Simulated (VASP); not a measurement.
Here is a VASP 6.6.1 calculation.

File INCAR:

```
SYSTEM = NaVP
PREC     = Accurate       ! precision mode
ENCUT    = 520            ! plane-wave cutoff, eV
EDIFF    = 1E-6           ! SCF threshold, eV
ISMEAR   = 0              ! smearing method
SIGMA    = 0.1            ! smearing width, eV
LREAL    = .False.        ! projectors in reciprocal space
LASPH    = .True.         ! aspherical terms in the spheres
NELM     = 150            ! most SCF steps
ALGO     = Normal         ! electronic algorithm
ISIF     = 2              ! what is computed and relaxed
LWAVE    = .False.        ! write WAVECAR
LCHARG   = .False.        ! write CHGCAR
ISPIN    = 2              ! spin polarisation
MAGMOM   = 0 2 0          ! initial moments
LORBIT   = 11             ! projections on sites
LMAXMIX  = 4              ! l up to which the mixer works
GGA      = PE             ! functional
NBANDS   = 24             ! bands
```

File KPOINTS:

```
Automatic mesh
0
Gamma
  6 6 4
  0 0 0
```

Contents of POSCAR:

```
NaVP
1.0
    3.0712563300      0.0000000000      0.0000000000
    0.0000000000      3.0712563300      0.0000000000
    0.0000000000      0.0000000000      6.7568593500
Na V P
1 1 1
Direct
    0.5000000000      0.5000000000      0.0000000000
    0.5000000000      0.5000000000      0.5000000000
    0.0000000000      0.0000000000      0.5000000000
```

Potentials or basis: VASP PAW PBE potentials, release 64 (Na_pv, V_sv, P).

Run with:

```bash
$ cat potpaw_PBE.64/Na_pv/POTCAR potpaw_PBE.64/V_sv/POTCAR potpaw_PBE.64/P/POTCAR > POTCAR
$ mpirun -np 1 vasp_std > vasp.out
```

Problem. Predict the net moment.

Solution. 1.09 μB per cell.

Problem. Estimate the pressure.

Solution. 12.4 GPa.

Problem. Predict the site moments.

Solution. Na -0.01; V +0.96; P -0.04 μB.

Stress tensor (GPa, compression positive):
```
20.29  0.00  0.00
 0.00 20.29  0.00
 0.00  0.00 -3.37
```
